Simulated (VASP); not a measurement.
GaIr2: single point with PBE

The system is GaIr2.

```xyz
3
Lattice="0.0000 2.8346 2.8346 2.8346 0.0000 2.8346 2.8346 2.8346 0.0000" Properties=species:S:1:pos:R:3 pbc="T T T"
Ga    2.8346    2.8346    2.8346
Ir    1.4173    1.4173    1.4173
Ir    4.2520    4.2520    4.2520
```

The cell was built from a structure type or drawn by symmetry, and may not be a known phase.

```
Program                : VASP 6.6.1
Task                   : single point
Functional             : PBE
Potentials or basis    : VASP PAW PBE potentials, release 64 (Ga_d, Ir)
Cutoff                 : 520 eV
k mesh                 : 6 × 6 × 6
Occupations            : gaussian, width 0.1 eV
Spin                   : no spin polarisation
Dipole correction      : no
Further INCAR settings : ALGO = Normal; EDIFF = 1e-07; NBANDS = 22
```

```
Pressure               : 18.0 GPa
Band gap on the k mesh : zero (an odd number of electrons rules out a gap without spin polarisation)
```

Levels at points of the mesh, in eV from the Fermi level:
| k point | band 13 | band 14 | band 15 | band 16 | band 17 | band 18 |
| --- | --- | --- | --- | --- | --- | --- |
| (0.00, 0.00, 0.00) | 0.27 | 0.27 | 1.88 | 1.88 | 5.12 | 6.89 |
| (0.50, 0.00, 0.00) | -1.82 | -1.77 | -1.55 | -1.55 | -1.03 | 7.22 |
| (0.50, 0.50, 0.00) | -1.17 | -1.17 | 0.36 | 0.72 | 0.72 | 1.75 |

It took 13 s on 1 thread of Intel(R) Xeon(R) 6975P-C (Granite Rapids) (shared host), peak memory 0.17 GiB.

Caveat: the cell stands under pressure; spin-orbit coupling is left out, which moves the levels of the heavy elements.
